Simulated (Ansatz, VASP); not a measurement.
# Pt in VASP and in Ansatz

INCAR

```
SYSTEM = Pt
  ALGO = Fast
  EDIFF = 1E-6
  ENCUT = 520
  GGA = PS
  ISIF = 2
  ISMEAR = 0
  LASPH = .True.
  LCHARG = .False.
  LREAL = .False.
  LWAVE = .False.
  NBANDS = 39
  NELM = 80
  PREC = Accurate
  SIGMA = 0.15
```

KPOINTS

```
k-points
0
Gamma
  14 14 5
  0 0 0
```

The input POSCAR:

```
Pt
1.0
   -3.1208845721      0.0000000000      0.0000000000
    0.0000000000     -3.1208845721      0.0000000000
    0.0000000000      0.0000000000      9.1126537164
Pt
6
Direct
    0.5000000000      0.5000000000      0.0856024077
    0.0000000000      0.0000000000      0.9417977239
    0.5000000000      0.5000000000      0.4280805342
    0.0000000000      0.0000000000      0.2568414710
    0.5000000000      0.5000000000      0.7705586607
    0.0000000000      0.0000000000      0.5993195974
```

Input for Ansatz:

```yaml
crystal:
  lattice:
    - [-3.1208845721, 0.0, 0.0]
    - [0.0, -3.1208845721, 0.0]
    - [0.0, 0.0, 9.1126537164]
  atoms:
    - { symbol: Pt, position: [0.5, 0.5, 0.0856024077] }
    - { symbol: Pt, position: [0.0, 0.0, 0.9417977239] }
    - { symbol: Pt, position: [0.5, 0.5, 0.4280805342] }
    - { symbol: Pt, position: [0.0, 0.0, 0.256841471] }
    - { symbol: Pt, position: [0.5, 0.5, 0.7705586607] }
    - { symbol: Pt, position: [0.0, 0.0, 0.5993195974] }
basis:
  ecutwfc: 420
kpoints:
  mp_grid: { grid: [14, 14, 5] }
hamiltonian:
  xc: pbesol
  pseudopotentials: { kind: paw, azcp: { folder: soft_1 } }
scf:
  occupations: { method: gaussian, width: 0.15 }
output:
  forces: true
  stress: true
  eigenvalues: true
```

Alike in both runs: task single point; functional PBEsol; k mesh 14 × 14 × 5; occupations gaussian, width 0.15 eV; no spin polarisation.

```csv
,VASP,Ansatz
version,VASP 6.6.1,Ansatz 0.2.0
potentials or method,"VASP PAW PBE potentials, release 64 (Pt), cutoff 520 eV","scalar-relativistic, plane waves, PAW"
valence electrons in the cell,60,108
```

```csv
,VASP,Ansatz,Ansatz less VASP
gap on the k mesh at the Fermi level (eV),none,none,-
pressure (GPa),9.4,9.8,+0.38
"traceless stress, the component that is largest in VASP (GPa)",-2.87,-2.87,-0.004
rms of the force components (eV/Å),0.609,0.611,+0.0024
```

VASP's potentials were made for PBE, not for PBEsol, and Ansatz warns of the same on its side. Atom by atom the forces differ by 0.003 eV/Å (rms over components). A gap of «none» marks a metal or a gap that the smearing closes. VASP's potentials hold 60 valence electrons a cell and Ansatz's 108, so a difference there can come from the potentials and not from the codes.

Spin-orbit coupling is off throughout.
